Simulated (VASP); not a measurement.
The system is V.

```
V
1.0
     2.60429    0.00000    0.00000
    -1.30215    2.25538    0.00000
     0.00000    0.00000    4.72334
V
2
Direct
  0.33333 0.66667 0.25000
  0.66667 0.33333 0.75000
```

This isn't the form of V at room conditions, which is bcc.

Program: VASP 6.6.1. Alike in all runs: task single point; level PBEsol; potentials or basis VASP PAW PBE potentials, release 64 (V_sv); spin collinear, ferromagnetic start; cell as given; k mesh 10 × 10 × 5; cutoff (eV) 520; smearing fermi-dirac 0.05 eV.

Problem. Order these runs on this cell by their pressure, lowest first.
A. fixed moment (μB) 1.0
B. fixed moment (μB) 3.0
C. fixed moment (μB) 5.0
D. fixed moment (μB) 4.0
E. fixed moment (μB) 8.0

Solution. A (-5.9 GPa), B (2.5 GPa), D (9.8 GPa), C (18.9 GPa), E (58.3 GPa).

Caveats: the PAW data sets were made with another functional, which shifts forces and pressure a little; the total moment is fixed, so each spin has its own Fermi level and the state may be an excited one; the cell stands under tension (at least some runs); the stress differs along the axes, from -8 to 18 GPa (at least some runs); the stress differs along the axes, from -4 to 30 GPa (at least some runs); the stress differs along the axes, from 36 to 69 GPa (at least some runs); the stress differs along the axes, from -7 to 8 GPa (at least some runs).
